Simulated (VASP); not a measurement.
Write the native input for VASP 6.6.1 that does the following.

- Task: single point
- Functional: PBE
- Potentials or basis: VASP PAW PBE potentials, release 64 (Ag, Cl)
- Cutoff: 500 eV
- k mesh: 8 × 8 × 8
- Occupations: fermi-dirac, width 0.02 eV
- Spin: no spin polarisation
- Dipole correction: no
- Further INCAR settings: ALGO = Normal; EDIFF = 1e-06; NBANDS = 16

The structure of AgCl lies in POSCAR:

```
AgCl
1.0
    0.0000000000      2.8008815000      2.7731500000
    2.8008815000      0.0000000000      2.7731500000
    2.8008815000      2.8008815000      0.0000000000
Ag Cl
1 1
Direct
    0.5000000000      0.5000000000      0.5000000000
    0.0000000000      0.0000000000      0.0000000000
```

This cell differs from its parent crystal: equal xx and yy strain of +1 %.

These files were run (other wordings do the same):

INCAR

```
SYSTEM = AgCl
  PREC = Accurate
  ENCUT = 500
  EDIFF = 1E-6
  ISMEAR = -1
  SIGMA = 0.02
  LREAL = .FALSE.
  LASPH = .TRUE.
  NELM = 120
  ALGO = Normal
  ISIF = 2
  LWAVE = .FALSE.
  LCHARG = .FALSE.
  GGA = PE
  NBANDS = 16
  GGA_COMPAT = .FALSE.
```

KPOINTS

```
regular mesh
0
G
  8 8 8
  0 0 0
```

Potentials or basis: VASP PAW PBE potentials, release 64 (Ag, Cl).

Run with:

```bash
$ cat potpaw_PBE.64/Ag/POTCAR potpaw_PBE.64/Cl/POTCAR > POTCAR
$ mpirun -np 1 vasp_std > vasp.out
```

Results of the run:

* Pressure: 0.5 GPa
* Band gap on the k mesh: 0.89 eV, indirect (least direct gap 3.12 eV)

Caveat: the cell differs from its parent crystal (equal xx and yy strain of +1 %).

It took 16 s on 1 thread of Intel(R) Xeon(R) 6975P-C (Granite Rapids), on a shared host, peak memory 0.19 GiB.
